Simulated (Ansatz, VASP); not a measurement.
## Os: VASP beside Ansatz

```xyz
2
Lattice="2.7980 0.0000 0.0000 -1.3990 2.4231 0.0000 0.0000 0.0000 4.3983" Properties=species:S:1:pos:R:3 pbc="T T T"
Os    0.0000    1.6154    1.0996
Os    1.3990    0.8077    3.2987
```

Alike in both runs: functional BLYP; k mesh 13 × 13 × 7; occupations fermi-dirac, width 0.1 eV; no spin polarisation.

Ansatz relaxed the structure, and its values are those at the end. VASP's run is a single point on that final structure, the one shown.

```csv
,VASP,Ansatz
version,VASP 6.6.1,Ansatz 0.2.0
potentials or method,"VASP PAW PBE potentials, release 64 (Os_sv_GW), cutoff 560 eV","plane waves (420 eV) with PAW, scalar-relativistic"
valence electrons in the cell,32,32
```

VASP gave:

* pressure (GPa): 0.1

Estimate Ansatz's values.

pressure (GPa): 0.0.

VASP's potentials were made for PBE, not for BLYP. The functional is the same, so the differences come from potentials, cutoffs and numerics.

Spin-orbit coupling is off throughout.
